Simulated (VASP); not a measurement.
Crystal: Mg.

```
Mg
1.0
     3.23055    0.00000    0.00000
    -1.61528    2.79774    0.00000
     0.00000    0.00000    5.24481
Mg
2
Cartesian
  1.6153 0.9326 3.9336
  0.0000 1.8652 1.3112
```

Base run:

- Program: VASP 6.6.1
- Functional: r2SCAN
- Potentials or basis: VASP PAW PBE potentials, release 64 (Mg)
- Cutoff: 520 eV
- k mesh: 10 × 10 × 5
- Occupations: fermi-dirac, width 0.05 eV
- Spin: no spin polarisation

Its results: band gap on the k mesh zero (band 2 reaches 3.11 eV, above the bottom of band 3 at 1.28 eV); pressure -2.0 GPa.

**Question.** After a change of settings the same cell gave: band gap on the k mesh zero (band 2 reaches 3.14 eV, above the bottom of band 3 at 1.22 eV); pressure -1.1 GPa. Which change was it?
A. functional from r2SCAN to PBE; dispersion from none to D4
B. functional from r2SCAN to PBE
C. functional from r2SCAN to revPBE; dispersion from none to D4
D. functional from r2SCAN to SVWN5; further incar settings from ALGO = Normal; EDIFF = 1e-06; NBANDS = 9 to ALGO = Normal; EDIFF = 1e-07; NBANDS = 9

**Answer.** B.

Caveats: the PAW data sets were made with another functional, which shifts forces and pressure a little (some runs).
